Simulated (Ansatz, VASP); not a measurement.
## One calculation of InP, two programs

```
CELL_PARAMETERS angstrom
0.00000 2.60330 3.90495
2.60330 0.00000 3.90495
2.60330 2.60330 0.00000
ATOMIC_POSITIONS crystal
In 0.00000 0.00000 0.00000
P 0.75000 0.75000 0.75000
```

Alike in both runs: task single point; functional PBE; k mesh 12 × 12 × 12; occupations gaussian, width 0.05 eV; no spin polarisation.

|  | VASP | Ansatz |
| --- | --- | --- |
| version | VASP 6.6.1 | Ansatz 0.2.0 |
| potentials or method | VASP PAW PBE potentials, release 64 (In_d, P), cutoff 520 eV | scalar-relativistic, plane waves, PAW |
| valence electrons in the cell | 18 | 18 |

```tsv
	VASP	Ansatz	Ansatz less VASP
gap on the k mesh at the Fermi level (eV)	none	none	-
pressure (GPa)	-1.4	-1.4	+0.03
traceless stress, the component that is largest in VASP (GPa)	-12.36	-12.37	-0.007
```

A gap of «none» marks a metal or a gap that the smearing closes. The functional is the same, so the differences come from potentials, cutoffs and numerics.
